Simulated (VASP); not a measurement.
Runs of VASP 6.6.1 on TaN (rocksalt type). The structure is that of space group Fm-3m (No. 225), or close to it. The cells are those of the table. 

```tsv
cell	gap on the mesh (eV)	pressure (GPa)
a = 3.031 Å, angles 60.0°, 2 atoms	none	(b)
a = 2.965 Å, angles 60.0°, 2 atoms	none	62.4
a = 3.094 Å, angles 60.0°, 2 atoms	none	1.0
a = 2.872 Å, angles 60.0°, 2 atoms	none	(a)
a = 2.666 Å, angles 60.0°, 2 atoms	none	428.7
a = 2.773 Å, angles 60.0°, 2 atoms	none	245.4
```

Alike in all rows: task single point; level PBEsol; potentials or basis VASP PAW PBE potentials, release 64 (Ta_pv, N); no spin polarisation; k mesh 15 × 15 × 15; cutoff (eV) 520; smearing fermi-dirac 0.08 eV.

Q: Estimate the missing entries.

A: (a) 133.0; (b) 26.7.

Caveats: the PAW data sets were made with another functional, which shifts forces and pressure a little; spin-orbit coupling is left out, which moves the levels of the heavy elements; the cell stands under pressure (at least some runs).

A k mesh can miss the band edges, and the runs leave out spin-orbit coupling on Ta.

A gap of «none» marks levels without a gap at the run's occupations.
